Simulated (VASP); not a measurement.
ZnS (e600): single point with PBEsol

The system is ZnS (e600).

```xyz
2
Lattice="0.0238 2.6754 2.6516 2.6754 0.0238 2.6516 2.6992 2.6992 0.0000" Properties=species:S:1:pos:R:3 pbc="T T T"
Zn    0.0000    0.0000    0.0091
S     1.3496    1.3496    1.3167
```

* Program: VASP 6.6.1
* Task: single point
* Functional: PBEsol
* Potentials or basis: VASP PAW PBE potentials, release 64 (Zn, S)
* Cutoff: 500 eV
* k mesh: 8 × 8 × 8
* Occupations: gaussian, width 0.01 eV
* Spin: no spin polarisation

| Property | Result |
| --- | --- |
| Pressure | 1.2 GPa |
| Band gap on the k mesh | 2.10 eV, direct |

Stress tensor (GPa, compression positive):
```
 1.05 -0.87  0.00
-0.87  1.05  0.00
 0.00  0.00  1.41
```

Levels at points of the mesh, in eV from the valence-band top:
```tsv
k point	band 5	band 6	band 7	band 8	band 9	band 10	band 11	band 12	band 13	band 14
(0.00, 0.00, 0.00)	-6.03	-6.03	-0.10	-0.02	0.00	2.10	6.12	6.25	6.36	11.67
(0.50, 0.00, 0.00)	-5.99	-5.81	-5.64	-1.06	-0.95	3.15	6.66	6.78	8.81	12.10
(0.50, 0.50, 0.00)	-5.94	-5.79	-4.77	-2.56	-2.37	3.05	3.89	11.14	12.09	12.10
(0.00, 0.00, 0.50)	-5.99	-5.84	-5.66	-0.95	-0.93	3.30	6.81	6.84	8.78	12.10
(0.50, 0.00, 0.50)	-5.95	-5.81	-4.82	-2.43	-2.41	3.12	3.95	11.01	12.10	12.13
```

It took 41 s on 1 thread of Intel Xeon 6975P-C (shared host), peak memory 0.19 GiB.

Caveat: the PAW data sets were made with another functional, which shifts forces and pressure a little. PBEsol gaps usually lie below the measured ones, often by a third to a half.
